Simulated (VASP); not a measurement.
Input of a VASP 6.6.1 run:

INCAR

```
SYSTEM = NaCl
PREC = Accurate
ENCUT = 520
EDIFF = 1E-8
ISMEAR = -1
SIGMA = 0.02
LREAL = .FALSE.
LASPH = .TRUE.
NELM = 60
ALGO = Normal
ISIF = 2
LWAVE = .FALSE.
LCHARG = .FALSE.
GGA = RE
LEFG = .TRUE.
NBANDS = 14
```

KPOINTS

```
Automatic mesh
0
G
  9 9 9
  0 0 0
```

File POSCAR:

```
NaCl
1.0
    0.0000000000      2.8100000000      2.8100000000
    2.8100000000      0.0000000000      2.8100000000
    2.8100000000      2.8100000000      0.0000000000
Na Cl
1 1
Direct
    0.0000000000      0.0000000000      0.0000000000
    0.5000000000      0.5000000000      0.5000000000
```

Potentials or basis: VASP PAW PBE potentials, release 64 (Na_pv, Cl).

The run is started by

```bash
$ cat potpaw_PBE.64/Na_pv/POTCAR potpaw_PBE.64/Cl/POTCAR > POTCAR
$ mpirun -np 1 vasp_std > vasp.out
```

(1) Estimate the pressure.

(2) Predict the band gap on the k mesh.

Results:

(1) 2.7 GPa.

(2) 5.42 eV, direct.

Caveat: without QUAD_EFG the Cq values of the log hold for a quadrupole moment of 1 mb, not for the nuclei; the PAW data sets were made with another functional, which shifts forces and pressure a little.
